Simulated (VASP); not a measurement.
# AlN in VASP: a series of runs, part 2 of 2

VASP 6.6.1. Earlier steps stand in the parts before.

## (5) Single point, r2SCAN (biaxial xy strain -2.3%)

POSCAR

```
AlN
1.0
    0.0000000000      2.1350612384      2.1848764208
    2.1350612384      0.0000000000      2.1848764208
    2.1350612384      2.1350612384      0.0000000000
Al N
1 1
Direct
    0.0000000000      0.0000000000      0.0000000000
    0.2500000000      0.2500000000      0.2500000000
```

INCAR.step1

```
ALGO = Normal ; EDIFF = 1E-4
ENCUT = 520 ; GGA = PE
ISMEAR = 0 ; LASPH = T
LCHARG = F ; LREAL = F
LWAVE = T ; NBANDS = 11
NELM = 60 ; PREC = Accurate
SIGMA = 0.01
```

INCAR.step2

```
ALGO = Normal ; EDIFF = 1E-6
ENCUT = 520 ; ISIF = 2
ISMEAR = 0 ; ISTART = 1
LASPH = T ; LCHARG = T
LELF = T ; LMIXTAU = T
LREAL = F ; LVHAR = T
LWAVE = F ; METAGGA = R2SCAN
NBANDS = 11 ; NELM = 60
PREC = Accurate ; SIGMA = 0.01
```

KPOINTS

```
k-points
0
Gamma
  10 10 10
```

Potentials or basis: VASP PAW PBE potentials, release 64 (Al, N).

Run with:

```
$ cat potpaw_PBE.64/Al/POTCAR potpaw_PBE.64/N/POTCAR > POTCAR
$ cp INCAR.step1 INCAR
$ mpirun -np 1 vasp_std > vasp.out
$ cp INCAR.step2 INCAR
$ mpirun -np 1 vasp_std > vasp.out
```

OUTCAR:

```text
EDIFF = 1E-6
   ENCUT = 520
   ISIF = 2
   ISMEAR = 0
   ISTART = 1
   LASPH = T
   LREAL = F
   METAGGA = R2SCAN
   NELM = 60
   PREC = Accurate

 ion  position               nearest neighbor table
   1  0.000  0.000  0.000-   2 1.86   2 1.86   2 1.86   2 1.86
   2  0.250  0.250  0.250-   1 1.86   1 1.86   1 1.86   1 1.86

  LATTYP: Found a body centered tetragonal cell.
 ALAT       =     3.0194325598
 C/A-ratio  =     1.4472099492

  Lattice vectors:

 A1 = (  -2.1350612384,   0.0000000000,   2.1848764208)
 A2 = (   2.1350612384,   0.0000000000,   2.1848764208)
 A3 = (   0.0000000000,   2.1350612384,  -2.1848764208)

Analysis of symmetry for initial positions (statically):
=====================================================================
 Subroutine PRICEL returns:
 Original cell was already a primitive cell.

 Routine SETGRP: Setting up the symmetry group for a
 body centered tetragonal supercell.

 Subroutine GETGRP returns: Found  8 space group operations
 (whereof  8 operations were pure point group operations)
 out of a pool of 16 trial point group operations.

The static configuration has the point symmetry D_2d.

Analysis of symmetry for dynamics (positions and initial velocities):
=====================================================================
 Subroutine PRICEL returns:
 Original cell was already a primitive cell.

 Routine SETGRP: Setting up the symmetry group for a
 body centered tetragonal supercell.

 Subroutine GETGRP returns: Found  8 space group operations
 (whereof  8 operations were pure point group operations)
 out of a pool of 16 trial point group operations.

The dynamic configuration has the point symmetry D_2d.

 Subroutine INISYM returns: Found  8 space group operations
 (whereof  8 operations are pure point group operations),
 and found     1 'primitive' translations

----------------------------------------------------------------------------------------

[... 114 lines left out ...]
  Fermi-wavevector in a.u.,A,eV,Ry     =   1.207848  2.282502 19.849498  1.458897
  Thomas-Fermi vector in A             =   2.343474
   LORBIT       =      0    0 simple, 1 ext, 2 COOP (PROOUT), +10 PAW based schemes
   METAGGA = R2SCAN    functional components
   LHFCALC =     F    Hartree Fock is set to
   AEXX    =    0.0000 exact exchange contribution
   IVDW    =     0    specifies the selected vdW correction
   LEPSILON=     F    determine dielectric tensor
   LRPA    =     F    only Hartree local field effects (RPA)
 non-spin polarized calculation
 Gauss-broadening in eV      SIGMA  =   0.01
  energy-cutoff  :      520.00
  volume of cell :       19.92
 maximum number of plane-waves:       552
   NGX = 11   NGY = 11   NGZ = 11

 number of electron       7.9999999 magnetization

 Free energy of the ion-electron system (eV)
  ---------------------------------------------------
  ext. energy  EPLUGINS =         0.00000000
  ---------------------------------------------------
  free energy    TOTEN  =       -19.14742299 eV

  energy without entropy =      -19.14742299  energy(sigma->0) =      -19.14742299

 E-fermi :   6.2921     XC(G=0): -11.6242

 val. band max:        6.1603371882   @ k =  -0.1000   0.1000   0.0000
 cond. band min:      10.0546937755   @ k =   0.5000   0.0000   0.5000
 fundamental gap:      3.8943565872
 Fermi energy:         6.2920685409

 k-point     1 :       0.0000    0.0000    0.0000
  band No.  band energies     occupation
      1      -9.8864      2.00000
      2       6.0524      2.00000
      3       6.1570      2.00000
      4       6.1570      2.00000
      5      11.4380      0.00000
      6      20.1038      0.00000
      7      20.1038      0.00000
      8      20.1318      0.00000
      9      24.5978      0.00000
     10      25.4329      0.00000
     11      26.2472      0.00000
[... 309 lines left out ...]
 k-point    24 :       0.4000    0.3000    0.0000
  band No.  band energies     occupation
      1      -7.8258      2.00000
      2       1.7521      2.00000
      3       4.4248      2.00000
      4       4.7772      2.00000
      5      11.8235      0.00000
      6      17.0663      0.00000
      7      19.7514      0.00000
      8      22.4780      0.00000
      9      23.0391      0.00000
     10      29.3050      0.00000
     11      31.7522      0.00000

 [... further k-points ...]
[... 5 lines left out ...]
  --------------------------------------------------------------------------------------
  -------------------------------------------------------------------------------------
  Total        1.4144847      1.4144847      0.9761825      0.0000000     -0.0000000      0.0000000
  in kB      113.7709242    113.7709242     78.5170675      0.0000000     -0.0000000      0.0000000
  external PRESSURE =     102.0196387 kB  Pullay stress =       0.0000000 kB

 VOLUME and BASIS-vectors are now :
 -----------------------------------------------------------------------------
  energy-cutoff  :      520.00
  volume of cell :       19.92
      direct lattice vectors                 reciprocal lattice vectors
     0.000000000  2.135061238  2.184876421    -0.234185320  0.234185320  0.228845895
     2.135061238  0.000000000  2.184876421     0.234185320 -0.234185320  0.228845895
     2.135061238  2.135061238  0.000000000     0.234185320  0.234185320 -0.228845895

 POSITION                                       TOTAL-FORCE (eV/Angst)
 -----------------------------------------------------------------------------------
      0.00000      0.00000      0.00000        -0.000000     -0.000000     -0.000000
      1.06753      1.06753      1.09244         0.000000      0.000000      0.000000
 -----------------------------------------------------------------------------------
    total drift:                               -0.000000     -0.000000     -0.000002

  FREE ENERGIE OF THE ION-ELECTRON SYSTEM (eV)
  ---------------------------------------------------
  free  energy   TOTEN  =       -19.1474229873 eV

  energy  without entropy=      -19.1474229873  energy(sigma->0) =      -19.14742299
```

OUTCAR.step1:

```text
EDIFF = 1E-4
   ENCUT = 520
   GGA = PE
   ISMEAR = 0
   LASPH = T
[... 557 lines left out ...]
 -----------------------------------------------------------------------------------
      0.00000      0.00000      0.00000         0.000000      0.000000     -0.000000
      1.06753      1.06753      1.09244        -0.000000     -0.000000      0.000000
 -----------------------------------------------------------------------------------
    total drift:                                0.000000      0.000000      0.000000

  FREE ENERGIE OF THE ION-ELECTRON SYSTEM (eV)
  ---------------------------------------------------
  free  energy   TOTEN  =       -14.7821796073 eV

  energy  without entropy=      -14.7821796073  energy(sigma->0) =      -14.78217961
```

Run time: 28 s. Hardware: 1 thread of Intel Xeon 6975P-C (Granite Rapids), shared host; peak memory 0.15 GiB.

Results:

- Free energy: -19.1474 eV
- Pressure: 10.2 GPa
- Band gap on the k mesh: 3.89 eV, indirect (least direct gap 5.28 eV)

Stress tensor (GPa, compression positive):
```
11.38  0.00  0.00
 0.00 11.38  0.00
 0.00  0.00  7.85
```

Caveat: the cell differs from its parent crystal (biaxial xy strain -2.3%); the PAW data sets were made with another functional, which shifts forces and pressure a little.

## (6) Overview

```tsv
level	cell	smearing	gap on the mesh (eV)	pressure (GPa)
PBE	a = 3.128 Å, angles 60.0°, 2 atoms	fermi-dirac 0.02 eV	3.30	-2.8
r2SCAN	a = 3.128 Å, angles 60.0°, 2 atoms	gaussian 0.01 eV	3.90	-7.5
PBE	a = 3.055, b = 3.055, c = 3.019 Å, angles 60.4, 60.4, 59.2°, 2 atoms	fermi-dirac 0.02 eV	3.27	14.9
r2SCAN	a = 3.055, b = 3.055, c = 3.019 Å, angles 60.4, 60.4, 59.2°, 2 atoms	gaussian 0.01 eV	3.89	10.2
```

Alike in all rows: task single point; potentials or basis VASP PAW PBE potentials, release 64 (Al, N); no spin polarisation; k mesh 10 × 10 × 10; cutoff (eV) 520.

Caveats: the PAW data sets were made with another functional, which shifts forces and pressure a little (some runs).

Total energies depend on the potentials used, so only differences within one code and one set of settings carry meaning.
